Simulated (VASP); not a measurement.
Write the native input for VASP 6.6.1 that does the following.

| Item | Value |
| --- | --- |
| Task | relaxation of cell and atoms |
| Functional | r2SCAN |
| Potentials or basis | VASP PAW PBE potentials, release 64 (In_d, Ru_pv) |
| Cutoff | 600 eV |
| k mesh | 4 × 4 × 4 |
| Occupations | gaussian, width 0.1 eV |
| Spin | no spin polarisation |
| Dipole correction | no |
| Further INCAR settings | ALGO = Normal; EDIFF = 1e-06; IBRION = 2; EDIFFG = -0.04; NSW = 90; ISIF = 3 |

The system is In2Ru.

```xyz
6
Lattice="0.0000 3.9567 3.9567 3.9567 0.0000 3.9567 3.9567 3.9567 0.0000" Properties=species:S:1:pos:R:3 pbc="T T T"
In    4.9458    4.9458    4.9458
In    4.9458    2.9675    2.9675
In    2.9675    2.9675    4.9458
In    2.9675    4.9458    2.9675
Ru    0.0000    0.0000    0.0000
Ru    1.9783    1.9783    1.9783
```

These files were run (other wordings do the same):

POSCAR

```
In2Ru
1.0
    0.0000000000      3.9566694780      3.9566694780
    3.9566694780      0.0000000000      3.9566694780
    3.9566694780      3.9566694780      0.0000000000
In Ru
4 2
Direct
    0.6250000000      0.6250000000      0.6250000000
    0.1250000000      0.6250000000      0.6250000000
    0.6250000000      0.6250000000      0.1250000000
    0.6250000000      0.1250000000      0.6250000000
    0.0000000000      0.0000000000      0.0000000000
    0.2500000000      0.2500000000      0.2500000000
```

INCAR.step1

```
SYSTEM = In2Ru
ALGO = Normal
EDIFF = 1E-4
ENCUT = 600
GGA = PE
ISMEAR = 0
LASPH = .True.
LCHARG = .False.
LREAL = .False.
LWAVE = .True.
NELM = 100
PREC = Accurate
SIGMA = 0.1
```

INCAR.step2

```
SYSTEM = In2Ru
ALGO = Normal
EDIFF = 1E-6
EDIFFG = -0.04
ENCUT = 600
IBRION = 2
ISIF = 3
ISMEAR = 0
ISTART = 1
LASPH = .True.
LCHARG = .False.
LMIXTAU = .True.
LREAL = .False.
LWAVE = .False.
METAGGA = R2SCAN
NELM = 100
NSW = 90
PREC = Accurate
SIGMA = 0.1
```

KPOINTS

```
k-points
0
Gamma
  4 4 4
  0 0 0
```

Potentials or basis: VASP PAW PBE potentials, release 64 (In_d, Ru_pv).

Command:

```bash
$ cat potpaw_PBE.64/In_d/POTCAR potpaw_PBE.64/Ru_pv/POTCAR > POTCAR
$ cp INCAR.step1 INCAR
$ mpirun -np 1 vasp_std > vasp.out
$ cp INCAR.step2 INCAR
$ mpirun -np 1 vasp_std > vasp.out
```

It gave:

- Relaxed volume: 19.57 Å³/atom
- Relaxed cell: a = 5.496 Å, b = 5.496 Å, c = 5.496 Å, α = 60.00°, β = 60.00°, γ = 60.00°
- Space group after relaxing (to 0.05 Å): Fd-3m (No. 227)
- Energy gained by relaxing: 17.5 meV/atom
- Ionic steps: 3
- Pressure after relaxing: 0.0 GPa
- Band gap on the k mesh: zero (band 40 reaches 10.53 eV, above the bottom of band 41 at 10.01 eV)

Caveat: the PAW data sets were made with another functional, which shifts forces and pressure a little; spin-orbit coupling is left out, which moves the levels of the heavy elements.

Wall time 6.7 min on 1 thread of Intel(R) Xeon(R) 6975P-C (Granite Rapids) (shared host), peak memory 0.39 GiB.
